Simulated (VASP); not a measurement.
# SiC (F-43m) in VASP: single point with LDA

Aim: the single point of SiC with LDA.

All numbers are computed with VASP 6.6.1; they aren't measurements. Logs are shortened: lines on timing, memory, paths and dates and some standing lists are left out, and cuts for length are marked.

## (1) The cell of the first run

The structure is cubic, space group F-43m (No. 216). Conventional cell: a = 4.358 Å, b = 4.358 Å, c = 4.358 Å, α = 90.00°, β = 90.00°, γ = 90.00°. Si (site symmetry -43m) has 4 C at 1.89 Å within 2.5 Å. C (site symmetry -43m) has 4 Si at 1.89 Å within 2.5 Å.

## (2) Single point, LDA

INCAR reads:

```
ALGO = Normal ; EDIFF = 1E-6
ENCUT = 600 ; GGA_COMPAT = False
ISIF = 2 ; ISMEAR = 0
LASPH = True ; LCHARG = False
LREAL = False ; LWAVE = False
NBANDS = 11 ; NELM = 120
PREC = Accurate ; SIGMA = 0.01
```

KPOINTS reads:

```
k-points
0
Gamma
  5 5 5
```

POSCAR reads:

```
SiC
1.0
    0.0000000000      2.1790000000      2.1790000000
    2.1790000000      0.0000000000      2.1790000000
    2.1790000000      2.1790000000      0.0000000000
Si C
1 1
Direct
    0.0000000000      0.0000000000      0.0000000000
    0.7500000000      0.7500000000      0.7500000000
```

Potentials or basis: VASP PAW LDA potentials, release 64 (Si, C).

Command:

```bash
$ cat potpaw_LDA.64/Si/POTCAR potpaw_LDA.64/C/POTCAR > POTCAR
$ mpirun -np 1 vasp_std > vasp.out
```

OUTCAR:

```text
EDIFF = 1E-6
   ENCUT = 600
   ISIF = 2
   ISMEAR = 0
   LASPH = True
   LREAL = False
   NELM = 120
   PREC = Accurate

 ion  position               nearest neighbor table
   1  0.000  0.000  0.000-   2 1.89   2 1.89   2 1.89   2 1.89
   2  0.750  0.750  0.750-   1 1.89   1 1.89   1 1.89   1 1.89

  LATTYP: Found a face centered cubic cell.
 ALAT       =     4.3580000000

  Lattice vectors:

 A1 = (   0.0000000000,   2.1790000000,   2.1790000000)
 A2 = (   2.1790000000,   0.0000000000,   2.1790000000)
 A3 = (   2.1790000000,   2.1790000000,   0.0000000000)

Analysis of symmetry for initial positions (statically):
=====================================================================
 Subroutine PRICEL returns:
 Original cell was already a primitive cell.

 Routine SETGRP: Setting up the symmetry group for a
 face centered cubic supercell.

 Subroutine GETGRP returns: Found 24 space group operations
 (whereof 24 operations were pure point group operations)
 out of a pool of 48 trial point group operations.

The static configuration has the point symmetry T_d .

Analysis of symmetry for dynamics (positions and initial velocities):
=====================================================================
 Subroutine PRICEL returns:
 Original cell was already a primitive cell.

 Routine SETGRP: Setting up the symmetry group for a
 face centered cubic supercell.

 Subroutine GETGRP returns: Found 24 space group operations
 (whereof 24 operations were pure point group operations)
 out of a pool of 48 trial point group operations.

The dynamic configuration has the point symmetry T_d .

 Subroutine INISYM returns: Found 24 space group operations
 (whereof 24 operations are pure point group operations),
 and found     1 'primitive' translations

----------------------------------------------------------------------------------------

                                     Primitive cell

  volume of cell :      20.6920

  direct lattice vectors                    reciprocal lattice vectors
     0.000000000  2.179000000  2.179000000    -0.229463056  0.229463056  0.229463056
     2.179000000  0.000000000  2.179000000     0.229463056 -0.229463056  0.229463056
     2.179000000  2.179000000  0.000000000     0.229463056  0.229463056 -0.229463056

  length of vectors
     3.081571352  3.081571352  3.081571352     0.397441672  0.397441672  0.397441672

  position of ions in fractional coordinates (direct lattice)
     0.000000000  0.000000000  0.000000000
     0.750000000  0.750000000  0.750000000

  ion indices of the primitive-cell ions
   primitive index   ion index
                 1           1
                 2           2

----------------------------------------------------------------------------------------

 KPOINTS: k-points

Automatic generation of k-mesh.
 Grid dimensions read from file:
 generate k-points for:    5    5    5

 Generating k-lattice:

  Cartesian coordinates                     Fractional coordinates (reciprocal lattice)
    -0.045892611  0.045892611  0.045892611     0.200000000  0.000000000  0.000000000
     0.045892611 -0.045892611  0.045892611     0.000000000  0.200000000  0.000000000
     0.045892611  0.045892611 -0.045892611     0.000000000  0.000000000  0.200000000

  Length of vectors
     0.079488334  0.079488334  0.079488334

  Shift w.r.t. Gamma in fractional coordinates (k-lattice)
     0.000000000  0.000000000  0.000000000

 Subroutine IBZKPT returns following result:
 ===========================================

 Found     10 irreducible k-points:

 Following reciprocal coordinates:
            Coordinates               Weight
  0.000000  0.000000  0.000000      1.000000
  0.200000  0.000000  0.000000      8.000000
  0.400000  0.000000  0.000000      8.000000
  0.200000  0.200000  0.000000      6.000000
  0.400000  0.200000  0.000000     24.000000
 -0.400000  0.200000  0.000000     24.000000
 -0.200000  0.200000  0.000000     12.000000
  0.400000  0.400000  0.000000      6.000000
 -0.400000  0.400000  0.000000     12.000000
 -0.400000  0.400000  0.200000     24.000000
   k-points           NKPTS =     10   k-points in BZ     NKDIM =     10   number of bands    NBANDS=     11
   number of dos      NEDOS =    301   number of ions     NIONS =      2
   total plane-waves  NPLWV =  21952
   dimension x,y,z NGX =    28 NGY =   28 NGZ =   28
   dimension x,y,z NGXF=    56 NGYF=   56 NGZF=   56
   ions per type =               1   1
   NGX,Y,Z   is equivalent  to a cutoff of  15.11, 15.11, 15.11 a.u.
   NGXF,Y,Z  is equivalent  to a cutoff of  30.21, 30.21, 30.21 a.u.
 SYSTEM =  unknown system
   PREC   = accura    normal or accurate (medium, high low for compatibility)
   ISTART =      0    job   : 0-new  1-cont  2-samecut
   ICHARG =      2    charge: 1-file 2-atom 10-const
   ISPIN  =      1    spin polarized calculation?
   LNONCOLLINEAR =      F non collinear calculations
   LSORBIT =      F    spin-orbit coupling
   LASPH  =      T    aspherical Exc in radial PAW
   ENCUT  =  600.0 eV  44.10 Ry    6.64 a.u.   6.15  6.15  6.15*2*pi/ulx,y,z
   NELM   =    120;   NELMIN=  2; NELMDL= -5     # of ELM steps
   EDIFF  = 0.1E-05   stopping-criterion for ELM
   LREAL  =      F    real-space projection
   EDIFFG = 0.1E-04   stopping-criterion for IOM
   NSW    =      0    number of steps for IOM
   IBRION =     -1    ionic relax: 0-MD 1-quasi-New 2-CG
   NFREE  =      0    steps in history (QN), initial steepest desc. (CG)
   ISIF   =      2    stress and relaxation
   ISYM   =      2    0-nonsym 1-usesym 2-fastsym
   POTIM  = 0.5000    time-step for ionic-motion
   TEBEG  =    0.0;   TEEND  =   0.0 temperature during run
   PSTRESS=    0.0 pullay stress
   NELECT =       8.0000    total number of electrons
   NUPDOWN=      -1.0000    fix difference up-down
   EMIN   =  10.00;   EMAX   =-10.00  energy-range for DOS
   EFERMI =   0.00;   METHOD = LEGACY
   ISMEAR =     0;   SIGMA  =   0.01  broadening in eV -4-tet -1-fermi 0-gaus
   EFERMI_NEDOS =   21; number of points for ismear=-14 and -15
   IALGO  =     38    algorithm
   IMIX   =      4    mixing-type and parameters
     AMIX     =   0.40;   BMIX     =  1.00
     AMIX_MAG =   1.60;   BMIX_MAG =  1.00
  volume/ion in A,a.u.               =      10.35        69.82
  Fermi-wavevector in a.u.,A,eV,Ry     =   1.192626  2.253736 19.352338  1.422357
  Thomas-Fermi vector in A             =   2.328660
   LORBIT       =      0    0 simple, 1 ext, 2 COOP (PROOUT), +10 PAW based schemes
   GGA     = CA    functional components
   LHFCALC =     F    Hartree Fock is set to
   AEXX    =    0.0000 exact exchange contribution
   IVDW    =     0    specifies the selected vdW correction
   LEPSILON=     F    determine dielectric tensor
   LRPA    =     F    only Hartree local field effects (RPA)
 non-spin polarized calculation
 Gauss-broadening in eV      SIGMA  =   0.01
  energy-cutoff  :      600.00
  volume of cell :       20.69
 maximum number of plane-waves:       701
 NGX is ok and might be reduce to    28
   NGX = 13   NGY = 13   NGZ = 13

 number of electron       8.0000000 magnetization

 Free energy of the ion-electron system (eV)
  ---------------------------------------------------
  ext. energy  EPLUGINS =         0.00000000
  ---------------------------------------------------
  free energy    TOTEN  =       -16.60411478 eV

  energy without entropy =      -16.60411478  energy(sigma->0) =      -16.60411478

 E-fermi :   8.1432     XC(G=0): -11.5531

 val. band max:        8.0816406825   @ k =   0.0000   0.0000   0.0000
 cond. band min:       9.8299555049   @ k =   0.4000   0.4000   0.0000
 fundamental gap:      1.7483148224
 Fermi energy:         8.1431632074

 k-point     1 :       0.0000    0.0000    0.0000
  band No.  band energies     occupation
      1      -7.2444      2.00000
      2       8.0816      2.00000
      3       8.0816      2.00000
      4       8.0816      2.00000
      5      14.3668      0.00000
      6      15.2553      0.00000
      7      15.2553      0.00000
      8      15.2553      0.00000
      9      22.5239      0.00000
     10      22.5239      0.00000
     11      24.2323      0.00000

 k-point     2 :       0.2000    0.0000    0.0000
  band No.  band energies     occupation
      1      -6.4680      2.00000
      2       4.9680      2.00000
      3       7.6378      2.00000
      4       7.6378      2.00000
      5      14.2296      0.00000
      6      15.8585      0.00000
      7      15.8585      0.00000
      8      16.7746      0.00000
      9      20.8871      0.00000
     10      20.8871      0.00000
     11      23.2672      0.00000

 k-point     3 :       0.4000    0.0000    0.0000
  band No.  band energies     occupation
      1      -4.3760      2.00000
      2       0.5822      2.00000
      3       7.1016      2.00000
      4       7.1016      2.00000
      5      13.5492      0.00000
      6      15.3577      0.00000
      7      15.3577      0.00000
      8      17.9853      0.00000
      9      23.5579      0.00000
     10      23.5811      0.00000
     11      23.5811      0.00000

 k-point     4 :       0.2000    0.2000    0.0000
  band No.  band energies     occupation
      1      -6.2082      2.00000
      2       5.7331      2.00000
      3       6.6258      2.00000
      4       6.6258      2.00000
      5      12.9318      0.00000
      6      15.0781      0.00000
      7      17.5770      0.00000
      8      17.5770      0.00000
      9      18.8548      0.00000
     10      23.6830      0.00000
     11      27.2721      0.00000
[... 43 lines left out ...]
 k-point     8 :       0.4000    0.4000    0.0000
  band No.  band energies     occupation
      1      -3.3485      2.00000
      2       1.6606      2.00000
      3       5.0936      2.00000
      4       5.0936      2.00000
      5       9.8300      0.00000
      6      12.5719      0.00000
      7      21.1264      0.00000
      8      21.1264      0.00000
      9      21.9682      0.00000
     10      26.8538      0.00000
     11      30.6949      0.00000

 k-point     9 :      -0.4000    0.4000    0.0000
  band No.  band energies     occupation
      1      -2.0639      2.00000
      2       0.6341      2.00000
      3       2.9155      2.00000
      4       5.2671      2.00000
      5      10.7016      0.00000
      6      14.6510      0.00000
      7      20.4008      0.00000
      8      20.8643      0.00000
      9      21.3524      0.00000
     10      24.8413      0.00000
     11      29.6918      0.00000

 k-point    10 :      -0.4000    0.4000    0.2000
  band No.  band energies     occupation
      1      -2.7141      2.00000
      2       1.3499      2.00000
      3       3.2048      2.00000
      4       4.5886      2.00000
      5      12.9101      0.00000
      6      16.2033      0.00000
      7      16.7769      0.00000
      8      20.2394      0.00000
      9      21.2835      0.00000
     10      24.5968      0.00000
     11      29.4024      0.00000

------------------------ aborting loop because EDIFF is reached ----------------------------------------

  FORCE on cell =-STRESS in cart. coord.  units (eV):
  Direction    XX          YY          ZZ          XY          YZ          ZX
  --------------------------------------------------------------------------------------
  -------------------------------------------------------------------------------------
  Total       -0.5241840     -0.5241840     -0.5241840     -0.0000000      0.0000000      0.0000000
  in kB      -40.5875360    -40.5875360    -40.5875360     -0.0000000      0.0000000      0.0000000
  external PRESSURE =     -40.5875360 kB  Pullay stress =       0.0000000 kB

 VOLUME and BASIS-vectors are now :
 -----------------------------------------------------------------------------
  energy-cutoff  :      600.00
  volume of cell :       20.69
      direct lattice vectors                 reciprocal lattice vectors
     0.000000000  2.179000000  2.179000000    -0.229463056  0.229463056  0.229463056
     2.179000000  0.000000000  2.179000000     0.229463056 -0.229463056  0.229463056
     2.179000000  2.179000000  0.000000000     0.229463056  0.229463056 -0.229463056

 POSITION                                       TOTAL-FORCE (eV/Angst)
 -----------------------------------------------------------------------------------
      0.00000      0.00000      0.00000         0.000000      0.000000      0.000000
      3.26850      3.26850      3.26850        -0.000000     -0.000000     -0.000000
 -----------------------------------------------------------------------------------
    total drift:                                0.000000      0.000000      0.000000

  FREE ENERGIE OF THE ION-ELECTRON SYSTEM (eV)
  ---------------------------------------------------
  free  energy   TOTEN  =       -16.6041147796 eV

  energy  without entropy=      -16.6041147796  energy(sigma->0) =      -16.60411478
```

It took 3.2 s on 1 thread of AMD EPYC 7R43 (Zen 3), shared host; peak memory 0.1 GiB.

Results:

```
Free energy            : -16.6041 eV
Pressure               : -4.1 GPa
Band gap on the k mesh : 1.75 eV (least direct gap 4.74 eV)
```

Caveat: the k points lie up to 0.50 Å⁻¹ apart; an odd mesh through Γ misses points on the zone boundary, where band edges can lie.
